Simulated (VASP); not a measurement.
Write the native input for VASP 6.6.1 that does the following.

- Task: single point
- Functional: PBE
- Potentials or basis: VASP PAW PBE potentials, release 64 (Hf_pv, Sn_d, Se)
- Cutoff: 520 eV
- k mesh: 6 × 6 × 6
- Occupations: gaussian, width 0.02 eV
- Spin: no spin polarisation
- Dipole correction: no
- Further INCAR settings: ALGO = Normal; EDIFF = 1e-06; NBANDS = 47

The structure of HfSn2Se6 lies in POSCAR:

```
HfSn2Se6
1.0
    6.6873681047      0.0000000000      0.0000000000
   -3.3436840524      5.7914306631      0.0000000000
    0.0000000000      0.0000000000      7.0982452815
Hf Sn Se
1 2 6
Direct
    0.0000000000      0.0000000000      0.0000000000
    0.6666666667      0.3333333333      0.0000000000
    0.3333333333      0.6666666667      0.0000000000
    0.3304009997      0.3304009997      0.7765392634
    0.0000000000      0.6695990003      0.7765392634
    0.6695990003      0.0000000000      0.7765392634
    0.0000000000      0.3304009997      0.2234607366
    0.6695990003      0.6695990003      0.2234607366
    0.3304009997      0.0000000000      0.2234607366
```

These files were run (other wordings do the same):

INCAR

```
SYSTEM = HfSn2Se6
PREC = Accurate
ENCUT = 520
EDIFF = 1E-6
ISMEAR = 0
SIGMA = 0.02
LREAL = .False.
LASPH = .True.
NELM = 100
ALGO = Normal
ISIF = 2
LWAVE = .False.
LCHARG = .False.
GGA = PE
NBANDS = 47
```

KPOINTS

```
Automatic mesh
0
Gamma
  6 6 6
  0 0 0
```

Potentials or basis: VASP PAW PBE potentials, release 64 (Hf_pv, Sn_d, Se).

Run with:

```sh
$ cat potpaw_PBE.64/Hf_pv/POTCAR potpaw_PBE.64/Sn_d/POTCAR potpaw_PBE.64/Se/POTCAR > POTCAR
$ mpirun -np 1 vasp_std > vasp.out
```

Results of the run:

- Pressure: -0.1 GPa
- Largest force: 0.028 eV/Å
- Band gap on the k mesh: 0.34 eV (least direct gap 0.47 eV)

Caveat: semilocal functionals underestimate gaps, and a narrow one can read as zero; spin-orbit coupling is left out, which moves the levels of the heavy elements; this functional lacks dispersion, which binds layers or chains, so the pressure and a relaxed spacing across them are unreliable.

Run time: 10 min on 1 thread of Oxide Virtual Turin-like Processor, with other jobs on the host, peak memory 0.58 GiB.
